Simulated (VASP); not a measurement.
# BN (P6_3mc) in VASP: single point with PBEsol

Aim: the single point of BN with PBEsol.

All numbers are computed with VASP 6.6.1; they aren't measurements. Logs are shortened: lines on timing, memory, paths and dates and some standing lists are left out, and cuts for length are marked.

## 1. The cell of the first run

The structure is hexagonal, space group P6_3mc (No. 186). The conventional cell has a = 2.541 Å, b = 2.541 Å, c = 4.203 Å, α = 90.00°, β = 90.00°, γ = 120.00°. B (site symmetry 3m) has 4 N at 1.56 to 1.57 Å within 2.1 Å. N (site symmetry 3m) has 4 B at 1.56 to 1.57 Å within 2.1 Å.

## 2. Single point, PBEsol

INCAR

```
SYSTEM = BN
PREC = Accurate
ENCUT = 520
EDIFF = 1E-6
ISMEAR = -1
SIGMA = 0.05
LREAL = Auto
LASPH = .TRUE.
NELM = 100
ALGO = Normal
ISIF = 2
LWAVE = .FALSE.
LCHARG = .FALSE.
GGA = PS
NBANDS = 246
```

KPOINTS

```
Automatic mesh
0
G
  1 1 1
  0 0 0
```

POSCAR

```
BN
1.0
    7.6229900000      0.0000000000      0.0000000000
    0.0000000000      8.8022710000      0.0000000000
    0.0000000000      0.0000000000      8.4065820000
B N
48 48
Direct
    0.0000000000      0.1666670000      0.0003840000
    0.0000000000      0.1666670000      0.5003840000
    0.3333330000      0.1666670000      0.0003840000
    0.3333330000      0.1666670000      0.5003840000
    0.1666670000      0.4166670000      0.0003840000
    0.1666670000      0.4166670000      0.5003840000
    0.0000000000      0.6666670000      0.0003840000
    0.0000000000      0.6666670000      0.5003840000
    0.6666670000      0.1666670000      0.0003840000
    0.6666670000      0.1666670000      0.5003840000
    0.5000000000      0.4166670000      0.0003840000
    0.5000000000      0.4166670000      0.5003840000
    0.3333330000      0.6666670000      0.0003840000
    0.3333330000      0.6666670000      0.5003840000
    0.1666670000      0.9166670000      0.0003840000
    0.1666670000      0.9166670000      0.5003840000
    0.8333330000      0.4166670000      0.0003840000
    0.8333330000      0.4166670000      0.5003840000
    0.6666670000      0.6666670000      0.0003840000
    0.6666670000      0.6666670000      0.5003840000
    0.5000000000      0.9166670000      0.0003840000
    0.5000000000      0.9166670000      0.5003840000
    0.8333330000      0.9166670000      0.0003840000
    0.8333330000      0.9166670000      0.5003840000
    0.1666670000      0.0833330000      0.2503840000
    0.1666670000      0.0833330000      0.7503840000
    0.0000000000      0.3333330000      0.2503840000
    0.0000000000      0.3333330000      0.7503840000
    0.5000000000      0.0833330000      0.2503840000
    0.5000000000      0.0833330000      0.7503840000
    0.3333330000      0.3333330000      0.2503840000
    0.3333330000      0.3333330000      0.7503840000
    0.1666670000      0.5833330000      0.2503840000
    0.1666670000      0.5833330000      0.7503840000
    0.0000000000      0.8333330000      0.2503840000
    0.0000000000      0.8333330000      0.7503840000
    0.8333330000      0.0833330000      0.2503840000
    0.8333330000      0.0833330000      0.7503840000
    0.6666670000      0.3333330000      0.2503840000
    0.6666670000      0.3333330000      0.7503840000
    0.5000000000      0.5833330000      0.2503840000
    0.5000000000      0.5833330000      0.7503840000
    0.3333330000      0.8333330000      0.2503840000
    0.3333330000      0.8333330000      0.7503840000
    0.8333330000      0.5833330000      0.2503840000
    0.8333330000      0.5833330000      0.7503840000
    0.6666670000      0.8333330000      0.2503840000
    0.6666670000      0.8333330000      0.7503840000
    0.0000000000      0.1666670000      0.1876160000
    0.0000000000      0.1666670000      0.6876160000
    0.3333330000      0.1666670000      0.1876160000
    0.3333330000      0.1666670000      0.6876160000
    0.1666670000      0.4166670000      0.1876160000
    0.1666670000      0.4166670000      0.6876160000
    0.0000000000      0.6666670000      0.1876160000
    0.0000000000      0.6666670000      0.6876160000
    0.6666670000      0.1666670000      0.1876160000
    0.6666670000      0.1666670000      0.6876160000
    0.5000000000      0.4166670000      0.1876160000
    0.5000000000      0.4166670000      0.6876160000
    0.3333330000      0.6666670000      0.1876160000
    0.3333330000      0.6666670000      0.6876160000
    0.1666670000      0.9166670000      0.1876160000
    0.1666670000      0.9166670000      0.6876160000
    0.8333330000      0.4166670000      0.1876160000
    0.8333330000      0.4166670000      0.6876160000
    0.6666670000      0.6666670000      0.1876160000
    0.6666670000      0.6666670000      0.6876160000
    0.5000000000      0.9166670000      0.1876160000
    0.5000000000      0.9166670000      0.6876160000
    0.8333330000      0.9166670000      0.1876160000
    0.8333330000      0.9166670000      0.6876160000
    0.1666670000      0.0833330000      0.4376160000
    0.1666670000      0.0833330000      0.9376160000
    0.0000000000      0.3333330000      0.4376160000
    0.0000000000      0.3333330000      0.9376160000
    0.5000000000      0.0833330000      0.4376160000
    0.5000000000      0.0833330000      0.9376160000
    0.3333330000      0.3333330000      0.4376160000
    0.3333330000      0.3333330000      0.9376160000
    0.1666670000      0.5833330000      0.4376160000
    0.1666670000      0.5833330000      0.9376160000
    0.0000000000      0.8333330000      0.4376160000
    0.0000000000      0.8333330000      0.9376160000
    0.8333330000      0.0833330000      0.4376160000
    0.8333330000      0.0833330000      0.9376160000
    0.6666670000      0.3333330000      0.4376160000
    0.6666670000      0.3333330000      0.9376160000
    0.5000000000      0.5833330000      0.4376160000
    0.5000000000      0.5833330000      0.9376160000
    0.3333330000      0.8333330000      0.4376160000
    0.3333330000      0.8333330000      0.9376160000
    0.8333330000      0.5833330000      0.4376160000
    0.8333330000      0.5833330000      0.9376160000
    0.6666670000      0.8333330000      0.4376160000
    0.6666670000      0.8333330000      0.9376160000
```

Potentials or basis: VASP PAW PBE potentials, release 64 (B, N).

Launch:

```bash
cat potpaw_PBE.64/B/POTCAR potpaw_PBE.64/N/POTCAR > POTCAR
mpirun -np 1 vasp_gam > vasp.out
```

OUTCAR:

```text
SYSTEM = BN
   PREC = Accurate
   ENCUT = 520
   EDIFF = 1E-6
   ISMEAR = -1
   LREAL = Auto
   LASPH = .TRUE.
   NELM = 100
   ISIF = 2
   GGA = PS

 ion  position               nearest neighbor table
   1  0.000  0.167  0.000-  76 1.56  74 1.56  86 1.56  49 1.57
   2  0.000  0.167  0.500-  75 1.56  73 1.56  85 1.56  50 1.57
   3  0.333  0.167  0.000-  80 1.56  74 1.56  78 1.56  51 1.57
   4  0.333  0.167  0.500-  79 1.56  73 1.56  77 1.56  52 1.57
   5  0.167  0.417  0.000-  82 1.56  80 1.56  76 1.56  53 1.57
   6  0.167  0.417  0.500-  81 1.56  79 1.56  75 1.56  54 1.57
[... 88 lines left out ...]
  95  0.667  0.833  0.438-  20 1.56  24 1.56  22 1.56  47 1.57
  96  0.667  0.833  0.938-  19 1.56  23 1.56  21 1.56  48 1.57

  LATTYP: Found a simple orthorhombic cell.
 ALAT       =     7.6229900000
 B/A-ratio  =     1.1027932609
 C/A-ratio  =     1.1547005834

  Lattice vectors:

 A1 = (  -7.6229900000,   0.0000000000,   0.0000000000)
 A2 = (   0.0000000000,   0.0000000000,   8.4065820000)
 A3 = (   0.0000000000,   8.8022710000,   0.0000000000)

Analysis of symmetry for initial positions (statically):
=====================================================================
 Subroutine PRICEL returns following result:

  LATTYP: Found a hexagonal cell.
 ALAT       =     2.5410017487
 C/A-ratio  =     1.6541865830

  Lattice vectors:

 A1 = (  -2.5410017487,   0.0000000000,   0.0000000000)
 A2 = (   1.2705008743,  -2.2005677500,   0.0000000000)
 A3 = (   0.0000000000,   0.0000000000,   4.2032910000)

  24 primitive cells build up your supercell.

 Routine SETGRP: Setting up the symmetry group for a
 simple orthorhombic supercell.

 Subroutine GETGRP returns: Found  4 space group operations
 (whereof  2 operations were pure point group operations)
 out of a pool of  8 trial point group operations.

The static configuration has the point symmetry C_1h.
 The point group associated with its full space group is C_2v.

Analysis of symmetry for dynamics (positions and initial velocities):
=====================================================================
 Subroutine PRICEL returns following result:

  LATTYP: Found a hexagonal cell.
 ALAT       =     2.5410017487
 C/A-ratio  =     1.6541865830

  Lattice vectors:

 A1 = (  -2.5410017487,   0.0000000000,   0.0000000000)
 A2 = (   1.2705008743,  -2.2005677500,   0.0000000000)
 A3 = (   0.0000000000,   0.0000000000,   4.2032910000)

  24 primitive cells build up your supercell.

[... 92 lines left out ...]
   IBRION =     -1    ionic relax: 0-MD 1-quasi-New 2-CG
   NFREE  =      0    steps in history (QN), initial steepest desc. (CG)
   ISIF   =      2    stress and relaxation
   ISYM   =      2    0-nonsym 1-usesym 2-fastsym
   POTIM  = 0.5000    time-step for ionic-motion
   TEBEG  =    0.0;   TEEND  =   0.0 temperature during run
   PSTRESS=    0.0 pullay stress
   NELECT =     384.0000    total number of electrons
   NUPDOWN=      -1.0000    fix difference up-down
   EMIN   =  10.00;   EMAX   =-10.00  energy-range for DOS
   EFERMI =   0.00;   METHOD = LEGACY
   ISMEAR =    -1;   SIGMA  =   0.05  broadening in eV -4-tet -1-fermi 0-gaus
   EFERMI_NEDOS =   21; number of points for ismear=-14 and -15
   IALGO  =     38    algorithm
   IMIX   =      4    mixing-type and parameters
     AMIX     =   0.40;   BMIX     =  1.00
     AMIX_MAG =   1.60;   BMIX_MAG =  1.00
  volume/ion in A,a.u.               =       5.88        39.65
  Fermi-wavevector in a.u.,A,eV,Ry     =   1.440142  2.721474 28.218615  2.074010
  Thomas-Fermi vector in A             =   2.558919
   LORBIT       =      0    0 simple, 1 ext, 2 COOP (PROOUT), +10 PAW based schemes
   GGA     = PS    functional components
   LHFCALC =     F    Hartree Fock is set to
   AEXX    =    0.0000 exact exchange contribution
   IVDW    =     0    specifies the selected vdW correction
   LEPSILON=     F    determine dielectric tensor
   LRPA    =     F    only Hartree local field effects (RPA)
 non-spin polarized calculation
  energy-cutoff  :      520.00
  volume of cell :      564.08
 maximum number of plane-waves:      7602
 NGX is ok and might be reduce to    60
   NGX = 29   NGY = 33   NGZ = 31

 number of electron     383.9999967 magnetization

 Free energy of the ion-electron system (eV)
  ---------------------------------------------------
  ext. energy  EPLUGINS =         0.00000000
  ---------------------------------------------------
  free energy    TOTEN  =      -875.92986665 eV

  energy without entropy =     -875.92986665  energy(sigma->0) =     -875.92986665

 E-fermi :   8.8724     XC(G=0): -13.0276

 val. band max:        7.6145973855   @ k =   0.0000   0.0000   0.0000
 cond. band min:      12.5400279260   @ k =   0.0000   0.0000   0.0000
 fundamental gap:      4.9254305405
 Fermi energy:         8.8724454118

 k-point     1 :       0.0000    0.0000    0.0000
  band No.  band energies     occupation
      1     -12.8920      2.00000
      2     -11.5476      2.00000
      3     -11.5476      2.00000
      4     -11.4196      2.00000
      5     -11.4196      2.00000
      6     -11.1159      2.00000
[... 196 lines left out ...]
    203      14.8570      0.00000
    204      14.9084      0.00000
 [bands above 204 left out]

------------------------ aborting loop because EDIFF is reached ----------------------------------------

  FORCE on cell =-STRESS in cart. coord.  units (eV):
  Direction    XX          YY          ZZ          XY          YZ          ZX
  --------------------------------------------------------------------------------------
  -------------------------------------------------------------------------------------
  Total       14.7169083     -2.6972984      1.1156326      0.0000000      0.0000000      0.0000000
  in kB       41.8010921     -7.6612573      3.1687811      0.0000000      0.0000000      0.0000000
  external PRESSURE =      12.4362053 kB  Pullay stress =       0.0000000 kB

 VOLUME and BASIS-vectors are now :
 -----------------------------------------------------------------------------
  energy-cutoff  :      520.00
  volume of cell :      564.08
      direct lattice vectors                 reciprocal lattice vectors
     7.622990000  0.000000000  0.000000000     0.131182121  0.000000000  0.000000000
     0.000000000  8.802271000  0.000000000     0.000000000  0.113607045  0.000000000
     0.000000000  0.000000000  8.406582000     0.000000000  0.000000000  0.118954410

 POSITION                                       TOTAL-FORCE (eV/Angst)
 -----------------------------------------------------------------------------------
      0.00000      1.46705      0.00323         0.000000     -0.076650     -0.102882
      0.00000      1.46705      4.20652         0.000000     -0.076650     -0.102882
      2.54099      1.46705      0.00323        -0.000000     -0.076650     -0.102882
      2.54099      1.46705      4.20652        -0.000000     -0.076650     -0.102882
      1.27050      3.66762      0.00323         0.000000     -0.076650     -0.102882
      1.27050      3.66762      4.20652         0.000000     -0.076650     -0.102882
[... 88 lines left out ...]
      5.08200      7.33522      3.67885         0.000000      0.094331      0.102882
      5.08200      7.33522      7.88215         0.000000      0.094331      0.102882
 -----------------------------------------------------------------------------------
    total drift:                                0.000000      0.000000     -0.025328

  FREE ENERGIE OF THE ION-ELECTRON SYSTEM (eV)
  ---------------------------------------------------
  free  energy   TOTEN  =      -875.9298666495 eV

  energy  without entropy=     -875.9298666494  energy(sigma->0) =     -875.92986665
```

Wall time 7.5 min (1 thread of Intel Xeon 8259CL, shared host); peak memory 0.58 GiB.

What came out:

- Free energy: -875.9299 eV
- Pressure: 1.2 GPa
- Largest force: 0.140 eV/Å
- Band gap on the k mesh: 4.93 eV

Forces on the atoms (eV/Å):
```
B    0.000 -0.077 -0.103
B    0.000 -0.077 -0.103
B    0.000 -0.077 -0.103
B    0.000 -0.077 -0.103
B    0.000 -0.077 -0.103
B    0.000 -0.077 -0.103
B    0.000 -0.077 -0.103
B    0.000 -0.077 -0.103
B    0.000 -0.077 -0.103
B    0.000 -0.077 -0.103
B    0.000 -0.077 -0.103
B    0.000 -0.077 -0.103
B    0.000 -0.077 -0.103
B    0.000 -0.077 -0.103
B    0.000 -0.077 -0.103
B    0.000 -0.077 -0.103
B    0.000 -0.077 -0.103
B    0.000 -0.077 -0.103
B    0.000 -0.077 -0.103
B    0.000 -0.077 -0.103
B    0.000 -0.077 -0.103
B    0.000 -0.077 -0.103
B    0.000 -0.077 -0.103
B    0.000 -0.077 -0.103
B    0.000  0.077 -0.103
B    0.000  0.077 -0.103
B    0.000  0.077 -0.103
B    0.000  0.077 -0.103
B    0.000  0.077 -0.103
B    0.000  0.077 -0.103
B    0.000  0.077 -0.103
B    0.000  0.077 -0.103
B    0.000  0.077 -0.103
B    0.000  0.077 -0.103
B    0.000  0.077 -0.103
B    0.000  0.077 -0.103
B    0.000  0.077 -0.103
B    0.000  0.077 -0.103
B    0.000  0.077 -0.103
B    0.000  0.077 -0.103
B    0.000  0.077 -0.103
B    0.000  0.077 -0.103
B    0.000  0.077 -0.103
B    0.000  0.077 -0.103
B    0.000  0.077 -0.103
B    0.000  0.077 -0.103
B    0.000  0.077 -0.103
B    0.000  0.077 -0.103
N    0.000 -0.094  0.103
N    0.000 -0.094  0.103
N    0.000 -0.094  0.103
N    0.000 -0.094  0.103
N    0.000 -0.094  0.103
N    0.000 -0.094  0.103
N    0.000 -0.094  0.103
N    0.000 -0.094  0.103
N    0.000 -0.094  0.103
N    0.000 -0.094  0.103
N    0.000 -0.094  0.103
N    0.000 -0.094  0.103
N    0.000 -0.094  0.103
N    0.000 -0.094  0.103
N    0.000 -0.094  0.103
N    0.000 -0.094  0.103
N    0.000 -0.094  0.103
N    0.000 -0.094  0.103
N    0.000 -0.094  0.103
N    0.000 -0.094  0.103
N    0.000 -0.094  0.103
N    0.000 -0.094  0.103
N    0.000 -0.094  0.103
N    0.000 -0.094  0.103
N    0.000  0.094  0.103
N    0.000  0.094  0.103
N    0.000  0.094  0.103
N    0.000  0.094  0.103
N    0.000  0.094  0.103
N    0.000  0.094  0.103
N    0.000  0.094  0.103
N    0.000  0.094  0.103
N    0.000  0.094  0.103
N    0.000  0.094  0.103
N    0.000  0.094  0.103
N    0.000  0.094  0.103
N    0.000  0.094  0.103
N    0.000  0.094  0.103
N    0.000  0.094  0.103
N    0.000  0.094  0.103
N    0.000  0.094  0.103
N    0.000  0.094  0.103
N    0.000  0.094  0.103
N    0.000  0.094  0.103
N    0.000  0.094  0.103
N    0.000  0.094  0.103
N    0.000  0.094  0.103
N    0.000  0.094  0.103
```

Caveat: the k points lie up to 0.82 Å⁻¹ apart; the PAW data sets were made with another functional, which shifts forces and pressure a little. PBEsol gaps usually lie below the measured ones, often by a third to a half.
